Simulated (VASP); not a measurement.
Runs of VASP 6.6.1 on MgO. The structure is that of space group P-6m2 (No. 187), or close to it. The cells are those of the table. 

```csv
task,level,potentials or basis,cell,k mesh,cutoff (eV),grid for exact exchange (PRECFOCK),share of exact exchange,screening parameter,gap on the mesh (eV),pressure (GPa)
single point,r2SCANh,"VASP PAW PBE potentials, release 64 (Mg, O)","a = 2.938, b = 2.938, c = 2.680 Å, angles 90.0, 90.0, 120.0°, 2 atoms",5 × 5 × 5,520,Normal,0.1,-,4.60,(c)
single point,PBE-based screened hybrid with 25 % exact exchange,"VASP PAW PBE potentials, release 64 (Mg, O)","a = 2.938, b = 2.938, c = 2.680 Å, angles 90.0, 90.0, 120.0°, 2 atoms",5 × 5 × 5,520,Normal,0.25,0.1 1/Å,4.94,-6.2
single point,PBEsol-based screened hybrid with 25 % exact exchange,"VASP PAW PBE potentials, release 64 (Mg, O)","a = 2.938, b = 2.938, c = 2.680 Å, angles 90.0, 90.0, 120.0°, 2 atoms",5 × 5 × 5,520,Normal,0.25,0.207 1/Å,(d),-8.7
single point,r2SCAN0,"VASP PAW PBE potentials, release 64 (Mg, O)","a = 2.938, b = 2.938, c = 2.680 Å, angles 90.0, 90.0, 120.0°, 2 atoms",5 × 5 × 5,520,Normal,0.25,-,5.85,-9.3
single point,HF,"VASP PAW PBE potentials, release 64 (Mg, O)","a = 2.938, b = 2.938, c = 2.680 Å, angles 90.0, 90.0, 120.0°, 2 atoms",5 × 5 × 5,520,Normal,1,-,13.21,-8.1
single point,PBE-based screened hybrid with 25 % exact exchange,"VASP PAW PBE potentials, release 64 (Mg, O)","a = 2.938, b = 2.938, c = 2.680 Å, angles 90.0, 90.0, 120.0°, 2 atoms",5 × 5 × 5,520,Normal,0.25,0.6 1/Å,(a),-4.9
single point,PBE,"VASP PAW PBE potentials, release 64 (Mg_sv, O)","a = 2.996, b = 2.996, c = 2.732 Å, angles 90.0, 90.0, 120.0°, 2 atoms",10 × 10 × 10,840,-,-,-,2.60,(b)
relaxation of cell and atoms,PBEsol-based global hybrid with 25 % exact exchange,"VASP PAW PBE potentials, release 64 (Mg, O)","relaxed from a = 2.938, b = 2.938, c = 2.680 Å, angles 90.0, 90.0, 120.0°, 2 atoms",5 × 5 × 5,600,Normal,0.25,-,5.83,0.0
```

Alike in all rows: no spin polarisation; smearing fermi-dirac 0.05 eV.

**Question.** Fill in the values left out.

**Answer.** (a) 3.78; (b) -7.2; (c) -7.5; (d) 4.52.

Caveats: some runs use coarse meshes; the PAW data sets were made with another functional, which shifts forces and pressure a little (at least some runs); the cell stands under tension (at least some runs).

A k mesh can miss the band edges.

The runs don't all hold the same shells in valence.
